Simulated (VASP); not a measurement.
Write the native input for VASP 6.6.1 that does the following.

| Quantity | Value |
| --- | --- |
| Task | single point |
| Functional | PBE |
| Potentials or basis | VASP PAW PBE potentials, release 64 (S) |
| Cutoff | 520 eV |
| k mesh | 9 × 9 × 12 |
| Occupations | fermi-dirac, width 0.1 eV |
| Spin | no spin polarisation |
| Dipole correction | no |
| Further INCAR settings | ALGO = Normal; EDIFF = 1e-06; NBANDS = 16 |

The structure of S lies in POSCAR:

```
S
1.0
    4.3774497661      0.0000000000      0.0000000000
   -2.1887248831      3.7909827012      0.0000000000
    0.0000000000      0.0000000000      2.3235893547
S
3
Direct
    0.0000000000      0.0000000000      0.0000000000
    0.3333333333      0.6666666667      0.5000000000
    0.6666666667      0.3333333333      0.5000000000
```

One way to write it, as run:

INCAR

```
SYSTEM = S
PREC = Accurate
ENCUT = 520
EDIFF = 1E-6
ISMEAR = -1
SIGMA = 0.1
LREAL = .False.
LASPH = .True.
NELM = 80
ALGO = Normal
ISIF = 2
LWAVE = .False.
LCHARG = .False.
GGA = PE
NBANDS = 16
```

KPOINTS

```
Automatic mesh
0
Gamma
  9 9 12
  0 0 0
```

Potentials or basis: VASP PAW PBE potentials, release 64 (S).

The run is started by

```sh
$ cat potpaw_PBE.64/S/POTCAR > POTCAR
$ mpirun -np 1 vasp_std > vasp.out
```

Results of the run:

```
Pressure               : 29.5 GPa
Band gap on the k mesh : zero (band 9 reaches 14.05 eV, above the bottom of band 10 at 7.86 eV)
```

Run time: 42 s on 1 thread of AMD EPYC 7R13 Processor (Zen 3), with other jobs on the host, peak memory 0.14 GiB.
